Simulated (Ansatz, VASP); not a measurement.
**One calculation of Al7Cu, two programs**

```
Al Cu
1.0
     0.00000    4.05782    4.05782
     4.05782    0.00000    4.05782
     4.05782    4.05782    0.00000
Al Cu
7 1
Direct
  0.50000 0.00000 0.00000
  0.00000 0.50000 0.50000
  0.00000 0.50000 0.00000
  0.50000 0.00000 0.50000
  0.00000 0.00000 0.50000
  0.50000 0.50000 0.00000
  0.00000 0.00000 0.00000
  0.50000 0.50000 0.50000
```

Alike in both runs: task single point; functional PBE; k mesh 8 × 8 × 8; occupations gaussian, width 0.1 eV; no spin polarisation.

|  | VASP | Ansatz |
| --- | --- | --- |
| version | VASP 6.6.1 | Ansatz 0.2.0 |
| potentials or method | VASP PAW PBE potentials, release 64 (Al, Cu), cutoff 520 eV | scalar-relativistic, plane waves, PAW |
| valence electrons in the cell | 32 | 40 |

```tsv
	VASP	Ansatz	Ansatz less VASP
gap on the k mesh at the Fermi level (eV)	none	none	-
pressure (GPa)	-4.4	-4.4	+0.03
```

A gap of «none» marks a metal or a gap that the smearing closes. With one functional, cell and mesh, what is left measures potentials, basis and numerics. VASP's potentials hold 32 valence electrons a cell and Ansatz's 40, so a difference there can come from the potentials and not from the codes.
